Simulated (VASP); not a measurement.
## Ag: single point with PBE

The system is Ag.

```xyz
2
Lattice="2.9494 0.0000 0.0000 -1.4747 2.5543 0.0000 0.0000 0.0000 4.8217" Properties=species:S:1:pos:R:3 pbc="T T T"
Ag    1.4747    0.8514    3.6163
Ag    0.0000    1.7028    1.2054
```

This cell differs from its parent crystal: volume scaled by 1.02.

```json
{
 "Program": "VASP 6.6.1",
 "Task": "single point",
 "Functional": "PBE",
 "Potentials or basis": "VASP PAW PBE potentials, release 64 (Ag)",
 "Cutoff": "520 eV",
 "k mesh": "10 × 10 × 6",
 "Occupations": "fermi-dirac, width 0.05 eV",
 "Spin": "no spin polarisation"
}
```

| Item | Value |
| --- | --- |
| Pressure | -1.2 GPa |
| Band gap on the k mesh | zero (band 11 reaches 10.59 eV, above the bottom of band 12 at 4.23 eV) |

Stress tensor (GPa, compression positive):
```
-0.97  0.00  0.00
 0.00 -0.97  0.00
 0.00  0.00 -1.61
```

Levels at points of the mesh, in eV from the Fermi level:
```csv
k point,band 7,band 8,band 9,band 10,band 11,band 12,band 13,band 14,band 15,band 16
"(0.00, 0.00, 0.00)",-4.28,-3.96,-3.96,-3.06,-3.06,-0.23,3.26,15.49,17.31,17.56
"(0.50, 0.00, 0.00)",-3.65,-2.94,-2.89,-2.81,0.14,1.42,6.62,6.89,8.85,10.00
"(0.00, 0.00, 0.50)",-4.30,-4.30,-3.34,-3.34,-3.34,-3.34,10.67,10.67,15.82,15.82
"(0.50, 0.00, 0.50)",-3.09,-3.09,-2.86,-2.86,0.85,0.85,4.25,4.25,13.14,13.14
```

Run time: 10 s on 1 thread of Intel(R) Xeon(R) 6975P-C (Granite Rapids), with other jobs on the host, peak memory 0.16 GiB.
